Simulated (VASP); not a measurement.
# InO2 (P4/mmm) in VASP: a series of runs, part 2 of 2

VASP 6.6.1.

### Step 3. Single point, PBE

This run uses another cell than the first one, of 25.74 Å³/atom, 1.590 times its volume.

Contents of INCAR:

```
ALGO = Normal
EDIFF = 1E-6
ENCUT = 520
GGA = PE
ISIF = 2
ISMEAR = 0
LASPH = True
LCHARG = False
LREAL = False
LWAVE = False
NBANDS = 20
NELM = 80
PREC = Accurate
SIGMA = 0.1
```

Contents of KPOINTS:

```
k-points
0
Gamma
  6 6 6
```

Contents of POSCAR:

```
InO2
1.0
    4.0333533021      0.0000000000      0.0000000000
    0.0000000000      4.0333533021      0.0000000000
    0.0000000000      0.0000000000      4.7465368377
In O
1 2
Direct
    0.0000000000      0.0000000000      0.5000000000
    0.0000000000      0.5000000000      0.5000000000
    0.5000000000      0.0000000000      0.5000000000
```

Potentials or basis: VASP PAW PBE potentials, release 64 (In_d, O).

Started as:

```sh
$ cat potpaw_PBE.64/In_d/POTCAR potpaw_PBE.64/O/POTCAR > POTCAR
$ mpirun -np 1 vasp_std > vasp.out
```

OUTCAR:

```text
EDIFF = 1E-6
   ENCUT = 520
   GGA = PE
   ISIF = 2
   ISMEAR = 0
   LASPH = True
   LREAL = False
   NELM = 80
   PREC = Accurate

 ion  position               nearest neighbor table
   1  0.000  0.000  0.500-   2 2.02   3 2.02   2 2.02   3 2.02
   2  0.000  0.500  0.500-   1 2.02   1 2.02
   3  0.500  0.000  0.500-   1 2.02   1 2.02

  LATTYP: Found a simple tetragonal cell.
 ALAT       =     4.0333533021
 C/A-ratio  =     1.1768214888

  Lattice vectors:

 A1 = (   4.0333533021,   0.0000000000,   0.0000000000)
 A2 = (   0.0000000000,   4.0333533021,   0.0000000000)
 A3 = (   0.0000000000,   0.0000000000,   4.7465368377)

Analysis of symmetry for initial positions (statically):
=====================================================================
 Subroutine PRICEL returns:
 Original cell was already a primitive cell.

 Routine SETGRP: Setting up the symmetry group for a
 simple tetragonal supercell.

 Subroutine GETGRP returns: Found 16 space group operations
 (whereof 16 operations were pure point group operations)
 out of a pool of 16 trial point group operations.

The static configuration has the point symmetry D_4h.

Analysis of symmetry for dynamics (positions and initial velocities):
=====================================================================
 Subroutine PRICEL returns:
 Original cell was already a primitive cell.

 Routine SETGRP: Setting up the symmetry group for a
 simple tetragonal supercell.

 Subroutine GETGRP returns: Found 16 space group operations
 (whereof 16 operations were pure point group operations)
 out of a pool of 16 trial point group operations.

The dynamic configuration has the point symmetry D_4h.

 Subroutine INISYM returns: Found 16 space group operations
 (whereof 16 operations are pure point group operations),
 and found     1 'primitive' translations

----------------------------------------------------------------------------------------

                                     Primitive cell

  volume of cell :      77.2164

  direct lattice vectors                    reciprocal lattice vectors
     4.033353302  0.000000000  0.000000000     0.247932657  0.000000000  0.000000000
     0.000000000  4.033353302  0.000000000     0.000000000  0.247932657  0.000000000
     0.000000000  0.000000000  4.746536838     0.000000000  0.000000000  0.210679920

  length of vectors
     4.033353302  4.033353302  4.746536838     0.247932657  0.247932657  0.210679920

  position of ions in fractional coordinates (direct lattice)
     0.000000000  0.000000000  0.500000000
     0.000000000  0.500000000  0.500000000
     0.500000000  0.000000000  0.500000000

  ion indices of the primitive-cell ions
   primitive index   ion index
                 1           1
                 2           2
                 3           3

----------------------------------------------------------------------------------------

 KPOINTS: k-points

Automatic generation of k-mesh.
 Grid dimensions read from file:
 generate k-points for:    6    6    6

 Generating k-lattice:

  Cartesian coordinates                     Fractional coordinates (reciprocal lattice)
     0.041322109  0.000000000  0.000000000     0.166666667  0.000000000  0.000000000
     0.000000000  0.041322109  0.000000000     0.000000000  0.166666667  0.000000000
     0.000000000  0.000000000  0.035113320     0.000000000  0.000000000  0.166666667

  Length of vectors
     0.041322109  0.041322109  0.035113320

  Shift w.r.t. Gamma in fractional coordinates (k-lattice)
     0.000000000  0.000000000  0.000000000

 Subroutine IBZKPT returns following result:
 ===========================================

 Found     40 irreducible k-points:

 Following reciprocal coordinates:
            Coordinates               Weight
  0.000000  0.000000  0.000000      1.000000
  0.166667  0.000000  0.000000      4.000000
  0.333333  0.000000  0.000000      4.000000
  0.500000  0.000000  0.000000      2.000000
  0.166667  0.166667  0.000000      4.000000
  0.333333  0.166667  0.000000      8.000000
[... 16 lines left out ...]
  0.333333  0.000000  0.333333      8.000000
  0.500000  0.000000  0.333333      4.000000
 [... further k-points ...]
   k-points           NKPTS =     40   k-points in BZ     NKDIM =     40   number of bands    NBANDS=     20
   number of dos      NEDOS =    301   number of ions     NIONS =      3
   total plane-waves  NPLWV =  32400
   dimension x,y,z NGX =    30 NGY =   30 NGZ =   36
   dimension x,y,z NGXF=    60 NGYF=   60 NGZF=   72
   ions per type =               1   2
   NGX,Y,Z   is equivalent  to a cutoff of  12.37, 12.37, 12.61 a.u.
   NGXF,Y,Z  is equivalent  to a cutoff of  24.73, 24.73, 25.22 a.u.
 SYSTEM =  unknown system
   PREC   = accura    normal or accurate (medium, high low for compatibility)
   ISTART =      0    job   : 0-new  1-cont  2-samecut
   ICHARG =      2    charge: 1-file 2-atom 10-const
   ISPIN  =      1    spin polarized calculation?
   LNONCOLLINEAR =      F non collinear calculations
   LSORBIT =      F    spin-orbit coupling
   LASPH  =      T    aspherical Exc in radial PAW
   ENCUT  =  520.0 eV  38.22 Ry    6.18 a.u.   7.50  7.50  8.83*2*pi/ulx,y,z
   NELM   =     80;   NELMIN=  2; NELMDL= -5     # of ELM steps
   EDIFF  = 0.1E-05   stopping-criterion for ELM
   LREAL  =      F    real-space projection
   EDIFFG = 0.1E-04   stopping-criterion for IOM
   NSW    =      0    number of steps for IOM
   IBRION =     -1    ionic relax: 0-MD 1-quasi-New 2-CG
   NFREE  =      0    steps in history (QN), initial steepest desc. (CG)
   ISIF   =      2    stress and relaxation
   ISYM   =      2    0-nonsym 1-usesym 2-fastsym
   POTIM  = 0.5000    time-step for ionic-motion
   TEBEG  =    0.0;   TEEND  =   0.0 temperature during run
   PSTRESS=    0.0 pullay stress
   NELECT =      25.0000    total number of electrons
   NUPDOWN=      -1.0000    fix difference up-down
   EMIN   =  10.00;   EMAX   =-10.00  energy-range for DOS
   EFERMI =   0.00;   METHOD = LEGACY
   ISMEAR =     0;   SIGMA  =   0.10  broadening in eV -4-tet -1-fermi 0-gaus
   EFERMI_NEDOS =   21; number of points for ismear=-14 and -15
   IALGO  =     38    algorithm
   IMIX   =      4    mixing-type and parameters
     AMIX     =   0.40;   BMIX     =  1.00
     AMIX_MAG =   1.60;   BMIX_MAG =  1.00
  volume/ion in A,a.u.               =      25.74       173.69
  Fermi-wavevector in a.u.,A,eV,Ry     =   1.124135  2.124307 17.193396  1.263679
  Thomas-Fermi vector in A             =   2.260805
   LORBIT       =      0    0 simple, 1 ext, 2 COOP (PROOUT), +10 PAW based schemes
   GGA     = PE    functional components
   LHFCALC =     F    Hartree Fock is set to
   AEXX    =    0.0000 exact exchange contribution
   IVDW    =     0    specifies the selected vdW correction
   LEPSILON=     F    determine dielectric tensor
   LRPA    =     F    only Hartree local field effects (RPA)
 non-spin polarized calculation
 Gauss-broadening in eV      SIGMA  =   0.10
  energy-cutoff  :      520.00
  volume of cell :       77.22
 maximum number of plane-waves:      2105
 NGX is ok and might be reduce to    30
   NGX = 15   NGY = 15   NGZ = 17

 number of electron      24.9999993 magnetization

 Free energy of the ion-electron system (eV)
  ---------------------------------------------------
  ext. energy  EPLUGINS =         0.00000000
  ---------------------------------------------------
  free energy    TOTEN  =       -13.42520949 eV

  energy without entropy =      -13.40347089  energy(sigma->0) =      -13.41434019

 E-fermi :  -1.1298     XC(G=0):  -6.9212

 val. band max:       -1.1453398259   @ k =   0.3333   0.1667   0.5000
 cond. band min:      -1.0361230785   @ k =   0.5000   0.3333   0.0000
 fundamental gap:      0.1092167475
 Fermi energy:        -1.1298076591

 k-point     1 :       0.0000    0.0000    0.0000
  band No.  band energies     occupation
      1     -18.3511      2.00000
      2     -18.1089      2.00000
      3     -13.8606      2.00000
      4     -13.8606      2.00000
      5     -13.5838      2.00000
      6     -13.5171      2.00000
[... 12 lines left out ...]
     19      11.0536      0.00000
     20      12.7407      0.00000
[... 507 lines left out ...]
 k-point    24 :       0.5000    0.0000    0.3333
  band No.  band energies     occupation
      1     -18.2077      2.00000
      2     -17.2492      2.00000
      3     -14.3341      2.00000
      4     -13.9305      2.00000
      5     -13.8605      2.00000
      6     -13.6517      2.00000
[... 12 lines left out ...]
     19      11.7268      0.00000
     20      13.3797      0.00000

 [... further k-points ...]

------------------------ aborting loop because EDIFF is reached ----------------------------------------

  FORCE on cell =-STRESS in cart. coord.  units (eV):
  Direction    XX          YY          ZZ          XY          YZ          ZX
  --------------------------------------------------------------------------------------
  -------------------------------------------------------------------------------------
  Total        0.1637197      0.1637197      0.1405347      0.0000000      0.0000000      0.0000000
  in kB        3.3970517      3.3970517      2.9159814      0.0000000      0.0000000      0.0000000
  external PRESSURE =       3.2366949 kB  Pullay stress =       0.0000000 kB

 VOLUME and BASIS-vectors are now :
 -----------------------------------------------------------------------------
  energy-cutoff  :      520.00
  volume of cell :       77.22
      direct lattice vectors                 reciprocal lattice vectors
     4.033353302  0.000000000  0.000000000     0.247932657  0.000000000  0.000000000
     0.000000000  4.033353302  0.000000000     0.000000000  0.247932657  0.000000000
     0.000000000  0.000000000  4.746536838     0.000000000  0.000000000  0.210679920

 POSITION                                       TOTAL-FORCE (eV/Angst)
 -----------------------------------------------------------------------------------
      0.00000      0.00000      2.37327         0.000000      0.000000      0.000000
      0.00000      2.01668      2.37327         0.000000      0.000000      0.000000
      2.01668      0.00000      2.37327         0.000000      0.000000      0.000000
 -----------------------------------------------------------------------------------
    total drift:                                0.000000      0.000000      0.000000

  FREE ENERGIE OF THE ION-ELECTRON SYSTEM (eV)
  ---------------------------------------------------
  free  energy   TOTEN  =       -13.4252094896 eV

  energy  without entropy=      -13.4034708911  energy(sigma->0) =      -13.41434019
```

OSZICAR:

```text
N       E                     dE             d eps       ncg     rms          rms(c)
DAV:   1     0.249609852281E+03    0.24961E+03   -0.12115E+04  1600   0.132E+03
DAV:   2     0.129598418592E+02   -0.23665E+03   -0.22278E+03  1884   0.368E+02
DAV:   3    -0.155853043557E+02   -0.28545E+02   -0.28141E+02  1876   0.130E+02
DAV:   4    -0.166123597661E+02   -0.10271E+01   -0.10206E+01  1852   0.283E+01
DAV:   5    -0.166485044825E+02   -0.36145E-01   -0.36138E-01  2072   0.520E+00    0.122E+01
DAV:   6    -0.135526006362E+02    0.30959E+01   -0.13016E+01  2304   0.459E+01    0.678E+00
DAV:   7    -0.134824183876E+02    0.70182E-01   -0.56677E-01  1684   0.688E+00    0.224E+00
DAV:   8    -0.134313747864E+02    0.51044E-01   -0.64703E-02  1896   0.256E+00    0.808E-01
DAV:   9    -0.134223479518E+02    0.90268E-02   -0.30430E-02  1968   0.179E+00    0.252E-01
DAV:  10    -0.134249782404E+02   -0.26303E-02   -0.42220E-03  1684   0.585E-01    0.872E-02
DAV:  11    -0.134251815725E+02   -0.20333E-03   -0.42211E-04  2032   0.190E-01    0.352E-02
DAV:  12    -0.134252100451E+02   -0.28473E-04   -0.62595E-05  1836   0.634E-02    0.150E-02
DAV:  13    -0.134252091864E+02    0.85868E-06   -0.14642E-05  2076   0.468E-02    0.492E-03
DAV:  14    -0.134252094896E+02   -0.30314E-06   -0.13937E-06  1372   0.102E-02
   1 F= -.13425209E+02 E0= -.13414340E+02  d E =-.217386E-01
```

It took 33 s on 1 thread of Intel Xeon 6975P-C (Granite Rapids), shared host; peak memory 0.2 GiB.

Results:

| Quantity | Value |
| --- | --- |
| Free energy | -13.4252 eV |
| Pressure | 0.3 GPa |

Levels at points of the mesh, in eV from the Fermi level:
```csv
k point,band 9,band 10,band 11,band 12,band 13,band 14,band 15,band 16,band 17,band 18
"(0.00, 0.00, 0.00)",-3.58,-1.74,-0.29,-0.29,-0.29,1.49,7.36,7.89,11.52,12.18
"(0.50, 0.00, 0.00)",-3.28,-1.06,-1.03,-0.47,-0.38,4.70,7.03,7.04,10.39,12.31
"(0.50, 0.50, 0.00)",-1.61,-0.42,-0.42,0.58,0.66,5.98,6.36,8.00,8.00,10.16
"(0.00, 0.00, 0.50)",-3.56,-2.10,-0.35,-0.29,-0.29,2.44,4.96,10.79,11.12,12.32
"(0.50, 0.00, 0.50)",-3.27,-1.29,-1.01,-0.61,-0.37,4.82,5.98,8.20,9.97,13.34
"(0.50, 0.50, 0.50)",-1.58,-0.54,-0.54,0.58,0.66,4.11,7.85,9.46,9.99,9.99
```

Caveat: spin-orbit coupling is left out, which moves the levels of the heavy elements; an odd number of electrons without spin polarisation forces a metal; a magnetic or distorted state may lie lower.
